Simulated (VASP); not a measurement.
Ni, 1 atom in the cell. The structure is cubic, space group Pm-3m (No. 221). Conventional cell: a = 2.165 Å, b = 2.165 Å, c = 2.165 Å, α = 90.00°, β = 90.00°, γ = 90.00°. Ni (site symmetry m-3m) has 6 Ni at 2.16 Å within 2.9 Å.  This cell differs from its parent crystal: volume scaled by 0.88.

* Program: VASP 6.6.1
* Task: single point
* Functional: LDA
* Potentials or basis: VASP PAW LDA potentials, release 64 (Ni)
* Cutoff: 520 eV
* k mesh: 16 × 16 × 16
* Occupations: fermi-dirac, width 0.1 eV
* Spin: no spin polarisation
* Dipole correction: no
* Further INCAR settings: ALGO = Normal; EDIFF = 1e-06; NBANDS = 11

Potentials or basis: VASP PAW LDA potentials, release 64 (Ni).

The run is started by

```bash
$ cat potpaw_LDA.64/Ni/POTCAR > POTCAR
$ mpirun -np 1 vasp_std > vasp.out
```

Hardware: 1 thread of Intel(R) Xeon(R) 6975P-C (Granite Rapids), on a shared host.

Question: Estimate the wall time of this run.

Answer: Run time: 3.4 s on 1 thread of Intel(R) Xeon(R) 6975P-C (Granite Rapids), on a shared host, peak memory 0.12 GiB. Counts: scf iterations 11, k points 165.
